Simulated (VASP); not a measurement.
# GaN (F-43m) in VASP: notebook

The runs below take GaN through single point, with PBE.

Program: VASP 6.6.1. These are calculated values, not measurements. Logs are shortened: lines on timing, memory, paths and dates and some standing lists are left out, and cuts for length are marked.

## Step 1: The cell of the first run

Symmetry: F-43m, No. 216, cubic system. Conventional cell: a = 4.507 Å, b = 4.507 Å, c = 4.507 Å, α = 90.00°, β = 90.00°, γ = 90.00°. Ga (site symmetry -43m) has 4 N at 1.95 Å within 2.6 Å. N (site symmetry -43m) has 4 Ga at 1.95 Å within 2.6 Å.

## Step 2: Single point, PBE

Input file INCAR:

```
ALGO = Normal
EDIFF = 1E-7
ENCUT = 520
GGA = PE
ISIF = 2
ISMEAR = 1
LASPH = True
LCHARG = False
LREAL = False
LWAVE = False
NBANDS = 16
NELM = 60
PREC = Accurate
SIGMA = 0.02
```

Input file KPOINTS:

```
k-points
0
Gamma
  8 8 8
```

Input file POSCAR:

```
GaN
1.0
    3.1869310000      0.0000000000      0.0000000000
    1.5934655000      2.7599632061      0.0000000000
    1.5934655000      0.9199877354      2.6021182652
Ga N
1 1
Direct
    0.0000000000      0.0000000000      0.0000000000
    0.7500000000      0.7500000000      0.7500000000
```

Potentials or basis: VASP PAW PBE potentials, release 64 (Ga_d, N).

Launch:

```
> cat potpaw_PBE.64/Ga_d/POTCAR potpaw_PBE.64/N/POTCAR > POTCAR
> mpirun -np 1 vasp_std > vasp.out
```

OUTCAR:

```text
EDIFF = 1E-7
   ENCUT = 520
   GGA = PE
   ISIF = 2
   ISMEAR = 1
   LASPH = True
   LREAL = False
   NELM = 60
   PREC = Accurate

 ion  position               nearest neighbor table
   1  0.000  0.000  0.000-   2 1.95   2 1.95   2 1.95   2 1.95
   2  0.750  0.750  0.750-   1 1.95   1 1.95   1 1.95   1 1.95

  LATTYP: Found a face centered cubic cell.
 ALAT       =     4.5070010425

  Lattice vectors:

 A1 = (   3.1869310000,   0.0000000000,   0.0000000000)
 A2 = (   1.5934655000,   2.7599632061,   0.0000000000)
 A3 = (   1.5934655000,   0.9199877354,   2.6021182652)

Analysis of symmetry for initial positions (statically):
=====================================================================
 Subroutine PRICEL returns:
 Original cell was already a primitive cell.

 Routine SETGRP: Setting up the symmetry group for a
 face centered cubic supercell.

 Subroutine GETGRP returns: Found 24 space group operations
 (whereof 24 operations were pure point group operations)
 out of a pool of 48 trial point group operations.

The static configuration has the point symmetry T_d .

Analysis of symmetry for dynamics (positions and initial velocities):
=====================================================================
 Subroutine PRICEL returns:
 Original cell was already a primitive cell.

 Routine SETGRP: Setting up the symmetry group for a
 face centered cubic supercell.

 Subroutine GETGRP returns: Found 24 space group operations
 (whereof 24 operations were pure point group operations)
 out of a pool of 48 trial point group operations.

The dynamic configuration has the point symmetry T_d .

 Subroutine INISYM returns: Found 24 space group operations
 (whereof 24 operations are pure point group operations),
 and found     1 'primitive' translations

----------------------------------------------------------------------------------------

                                     Primitive cell

  volume of cell :      22.8877

  direct lattice vectors                    reciprocal lattice vectors
     3.186931000  0.000000000  0.000000000     0.313781503 -0.181161835 -0.128100762
     1.593465500  2.759963206  0.000000000     0.000000000  0.362323671 -0.128100762
     1.593465500  0.919987735  2.602118265     0.000000000  0.000000000  0.384302287

  length of vectors
     3.186931000  3.186931000  3.186931000     0.384302287  0.384302287  0.384302287

  position of ions in fractional coordinates (direct lattice)
     0.000000000  0.000000000  0.000000000
     0.750000000  0.750000000  0.750000000

  ion indices of the primitive-cell ions
   primitive index   ion index
                 1           1
                 2           2

----------------------------------------------------------------------------------------

 KPOINTS: k-points

Automatic generation of k-mesh.
 Grid dimensions read from file:
 generate k-points for:    8    8    8

 Generating k-lattice:

  Cartesian coordinates                     Fractional coordinates (reciprocal lattice)
     0.039222688 -0.022645229 -0.016012595     0.125000000  0.000000000 -0.000000000
     0.000000000  0.045290459 -0.016012595     0.000000000  0.125000000  0.000000000
     0.000000000  0.000000000  0.048037786     0.000000000  0.000000000  0.125000000

  Length of vectors
     0.048037786  0.048037786  0.048037786

  Shift w.r.t. Gamma in fractional coordinates (k-lattice)
     0.000000000  0.000000000  0.000000000

 Subroutine IBZKPT returns following result:
 ===========================================

 Found     29 irreducible k-points:

 Following reciprocal coordinates:
            Coordinates               Weight
  0.000000  0.000000  0.000000      1.000000
  0.125000  0.000000 -0.000000      8.000000
  0.250000  0.000000 -0.000000      8.000000
  0.375000  0.000000  0.000000      8.000000
  0.500000  0.000000 -0.000000      4.000000
  0.125000  0.125000  0.000000      6.000000
[... 16 lines left out ...]
  0.500000  0.250000  0.125000     48.000000
 -0.375000  0.250000  0.125000     24.000000
 [... further k-points ...]
   k-points           NKPTS =     29   k-points in BZ     NKDIM =     29   number of bands    NBANDS=     16
   number of dos      NEDOS =    301   number of ions     NIONS =      2
   total plane-waves  NPLWV =  13824
   dimension x,y,z NGX =    24 NGY =   24 NGZ =   24
   dimension x,y,z NGXF=    48 NGYF=   48 NGZF=   48
   ions per type =               1   1
   NGX,Y,Z   is equivalent  to a cutoff of  12.52, 12.52, 12.52 a.u.
   NGXF,Y,Z  is equivalent  to a cutoff of  25.04, 25.04, 25.04 a.u.
 SYSTEM =  unknown system
   PREC   = accura    normal or accurate (medium, high low for compatibility)
   ISTART =      0    job   : 0-new  1-cont  2-samecut
   ICHARG =      2    charge: 1-file 2-atom 10-const
   ISPIN  =      1    spin polarized calculation?
   LNONCOLLINEAR =      F non collinear calculations
   LSORBIT =      F    spin-orbit coupling
   LASPH  =      T    aspherical Exc in radial PAW
   ENCUT  =  520.0 eV  38.22 Ry    6.18 a.u.   5.93  5.93  5.93*2*pi/ulx,y,z
   NELM   =     60;   NELMIN=  2; NELMDL= -5     # of ELM steps
   EDIFF  = 0.1E-06   stopping-criterion for ELM
   LREAL  =      F    real-space projection
   EDIFFG = 0.1E-05   stopping-criterion for IOM
   NSW    =      0    number of steps for IOM
   IBRION =     -1    ionic relax: 0-MD 1-quasi-New 2-CG
   NFREE  =      0    steps in history (QN), initial steepest desc. (CG)
   ISIF   =      2    stress and relaxation
   ISYM   =      2    0-nonsym 1-usesym 2-fastsym
   POTIM  = 0.5000    time-step for ionic-motion
   TEBEG  =    0.0;   TEEND  =   0.0 temperature during run
   PSTRESS=    0.0 pullay stress
   NELECT =      18.0000    total number of electrons
   NUPDOWN=      -1.0000    fix difference up-down
   EMIN   =  10.00;   EMAX   =-10.00  energy-range for DOS
   EFERMI =   0.00;   METHOD = LEGACY
   ISMEAR =     1;   SIGMA  =   0.02  broadening in eV -4-tet -1-fermi 0-gaus
   EFERMI_NEDOS =   21; number of points for ismear=-14 and -15
   IALGO  =     38    algorithm
   IMIX   =      4    mixing-type and parameters
     AMIX     =   0.40;   BMIX     =  1.00
     AMIX_MAG =   1.60;   BMIX_MAG =  1.00
  volume/ion in A,a.u.               =      11.44        77.23
  Fermi-wavevector in a.u.,A,eV,Ry     =   1.511117  2.855596 31.068545  2.283474
  Thomas-Fermi vector in A             =   2.621217
   LORBIT       =      0    0 simple, 1 ext, 2 COOP (PROOUT), +10 PAW based schemes
   GGA     = PE    functional components
   LHFCALC =     F    Hartree Fock is set to
   AEXX    =    0.0000 exact exchange contribution
   IVDW    =     0    specifies the selected vdW correction
   LEPSILON=     F    determine dielectric tensor
   LRPA    =     F    only Hartree local field effects (RPA)
 non-spin polarized calculation
 Methfessel and Paxton  Order N= 1 SIGMA  =   0.02
  energy-cutoff  :      520.00
  volume of cell :       22.89
 maximum number of plane-waves:       636
   NGX = 11   NGY = 11   NGZ = 11

 number of electron      18.0000004 magnetization

 Free energy of the ion-electron system (eV)
  ---------------------------------------------------
  ext. energy  EPLUGINS =         0.00000000
  ---------------------------------------------------
  free energy    TOTEN  =       -12.14274696 eV

  energy without entropy =      -12.14275376  energy(sigma->0) =      -12.14274923

 E-fermi :   5.2986     XC(G=0): -11.6667

 val. band max:        5.2817500600   @ k =   0.0000   0.0000   0.0000
 cond. band min:       7.0059948265   @ k =   0.0000   0.0000   0.0000
 fundamental gap:      1.7242447665
 Fermi energy:         5.2985872301

 k-point     1 :       0.0000    0.0000    0.0000
  band No.  band energies     occupation
      1     -10.6518      2.00000
      2      -8.1603      2.00000
      3      -8.1603      2.00000
      4      -8.1603      2.00000
      5      -7.8406      2.00000
      6      -7.8406      2.00000
[... 8 lines left out ...]
     15      24.1371      0.00000
     16      24.1371      0.00000

 k-point     2 :       0.1250    0.0000   -0.0000
  band No.  band energies     occupation
      1     -10.4837      2.00000
      2      -8.1397      2.00000
      3      -8.1397      2.00000
      4      -8.0960      2.00000
      5      -7.8422      2.00000
      6      -7.8422      2.00000
[... 8 lines left out ...]
     15      22.5417      0.00000
     16      22.5722      0.00000

 k-point     3 :       0.2500    0.0000   -0.0000
  band No.  band energies     occupation
      1     -10.1087      2.00000
      2      -8.0993      2.00000
      3      -8.0993      2.00000
      4      -7.8358      2.00000
      5      -7.8358      2.00000
      6      -7.7952      2.00000
[... 8 lines left out ...]
     15      22.1539      0.00000
     16      22.1539      0.00000

 k-point     4 :       0.3750    0.0000    0.0000
  band No.  band energies     occupation
      1      -9.8254      2.00000
      2      -8.0766      2.00000
      3      -8.0766      2.00000
      4      -7.8101      2.00000
      5      -7.8101      2.00000
      6      -7.1101      2.00000
[... 8 lines left out ...]
     15      23.5593      0.00000
     16      23.5594      0.00000
[... 324 lines left out ...]
 k-point    22 :       0.3750    0.2500    0.1250
  band No.  band energies     occupation
      1      -9.8766      2.00000
      2      -8.0561      2.00000
      3      -8.0369      2.00000
      4      -7.9214      2.00000
      5      -7.8125      2.00000
      6      -7.4373      2.00000
[... 8 lines left out ...]
     15      24.4095      0.00000
     16      26.6189      0.00000

 k-point    23 :       0.5000    0.2500    0.1250
  band No.  band energies     occupation
      1      -9.6979      2.00000
      2      -8.0505      2.00000
      3      -8.0058      2.00000
      4      -7.8873      2.00000
      5      -7.8059      2.00000
      6      -6.7406      2.00000
[... 8 lines left out ...]
     15      24.4990      0.00000
     16      26.4185      0.00000

 k-point    24 :      -0.3750    0.2500    0.1250
  band No.  band energies     occupation
      1      -9.6452      2.00000
      2      -8.0560      2.00000
      3      -7.9941      2.00000
      4      -7.8604      2.00000
      5      -7.8076      2.00000
      6      -6.2854      2.00000
[... 8 lines left out ...]
     15      24.0840      0.00000
     16      26.3563      0.00000

 [... further k-points ...]
[... 5 lines left out ...]
  --------------------------------------------------------------------------------------
  -------------------------------------------------------------------------------------
  Total        0.7216637      0.7216637      0.7216637      0.0000000      0.0000000     -0.0000000
  in kB       50.5175727     50.5175727     50.5175727      0.0000000      0.0000000     -0.0000000
  external PRESSURE =      50.5175727 kB  Pullay stress =       0.0000000 kB

 VOLUME and BASIS-vectors are now :
 -----------------------------------------------------------------------------
  energy-cutoff  :      520.00
  volume of cell :       22.89
      direct lattice vectors                 reciprocal lattice vectors
     3.186931000  0.000000000  0.000000000     0.313781503 -0.181161835 -0.128100762
     1.593465500  2.759963206  0.000000000     0.000000000  0.362323671 -0.128100762
     1.593465500  0.919987735  2.602118265     0.000000000  0.000000000  0.384302287

 POSITION                                       TOTAL-FORCE (eV/Angst)
 -----------------------------------------------------------------------------------
      0.00000      0.00000      0.00000        -0.000000      0.000000     -0.000000
      4.78040      2.75996      1.95159         0.000000     -0.000000      0.000000
 -----------------------------------------------------------------------------------
    total drift:                               -0.000002     -0.000001     -0.000001

  FREE ENERGIE OF THE ION-ELECTRON SYSTEM (eV)
  ---------------------------------------------------
  free  energy   TOTEN  =       -12.1427469622 eV

  energy  without entropy=      -12.1427537566  energy(sigma->0) =      -12.14274923
```

Run time: 8 s. Hardware: 1 thread of Intel Xeon Platinum 8375C at 2.90GHz (Ice Lake), shared host; peak memory 0.14 GiB.

Results:

```
Free energy            : -12.1427 eV
Pressure               : 5.1 GPa
Band gap on the k mesh : 1.72 eV, direct
```

A hybrid or GW would open this gap; PBE tends to underestimate it.

## Step 3: Single point, PBE, non-collinear spin, zero start, spin-orbit coupling

Input file INCAR:

```
SYSTEM = GaN
PREC = Accurate
ENCUT = 520
EDIFF = 1E-6
ISMEAR = 1
SIGMA = 0.02
LREAL = .FALSE.
LASPH = .TRUE.
NELM = 150
ALGO = Normal
ISIF = 2
LWAVE = .FALSE.
LCHARG = .TRUE.
MAGMOM = 0 0 0 0 0 0
LORBIT = 11
LSORBIT = .TRUE.
GGA_COMPAT = .FALSE.
LORBMOM = .TRUE.
GGA = PE
LVHAR = .TRUE.
NBANDS = 30
```

Input file KPOINTS:

```
Automatic mesh
0
G
  8 8 8
  0 0 0
```

POSCAR is that of step 2.

Potentials or basis: VASP PAW PBE potentials, release 64 (Ga_d, N).

Launch:

```
> cat potpaw_PBE.64/Ga_d/POTCAR potpaw_PBE.64/N/POTCAR > POTCAR
> mpirun -np 1 vasp_ncl > vasp.out
```

It took 64 s on 1 thread of Intel Xeon Platinum 8375C at 2.90GHz (Ice Lake), shared host; peak memory 0.22 GiB.

The run converged. Its results:

```yaml
Free_energy: -12.1481 eV
Pressure: 5.0 GPa
Net_moment: 0.00 μB per cell
Valence_electrons_inside_the_program's_atomic_spheres: Ga 11.87; N 3.74
```

Moments on the atoms (μB; x, y, z):
```
Ga  0.00 0.00 0.00
N   0.00 0.00 0.00
```
